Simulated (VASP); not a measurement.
Input of a VASP 6.6.1 run:

Contents of INCAR:

```
  PREC = Accurate
  ENCUT = 520
  EDIFF = 1E-6
  ISMEAR = -1
  SIGMA = 0.05
  LREAL = False
  LASPH = True
  NELM = 60
  ALGO = Normal
  ISIF = 2
  LWAVE = False
  LCHARG = False
  GGA = CA
  NBANDS = 36
```

The input KPOINTS:

```
Automatic mesh
0
Gamma
  13 13 1
```

POSCAR

```
Au
1.0
    2.8626073071      0.0000000000      0.0000000000
   -1.4313036535      2.4790906490      0.0000000000
    0.0000000000      0.0000000000     25.3492000000
Au
5
Direct
    0.8333333333      0.1666666667      0.3153937010
    0.1666666667      0.8333333333      0.4081121168
    0.5000000000      0.5000000000      0.5000000010
    0.8333333333      0.1666666667      0.5918878817
    0.1666666667      0.8333333333      0.6846062996
```

Potentials or basis: VASP PAW LDA potentials, release 64 (Au).

The run is started by

```console
$ cat potpaw_LDA.64/Au/POTCAR > POTCAR
$ mpirun -np 1 vasp_std > vasp.out
```

**Question.** What does it give for the largest force?

**Answer.** 0.023 eV/Å.

**Question.** Estimate the band gap on the k mesh.

**Answer.** Zero (an odd number of electrons rules out a gap without spin polarisation).

Forces on the atoms (eV/Å):
```
Au   0.000  0.000 -0.023
Au   0.000  0.000 -0.006
Au   0.000  0.000  0.000
Au   0.000  0.000  0.006
Au   0.000  0.000  0.023
```

Caveat: there is no dipole correction, which matters where the two faces differ; spin-orbit coupling is left out, which moves the levels of the heavy elements.
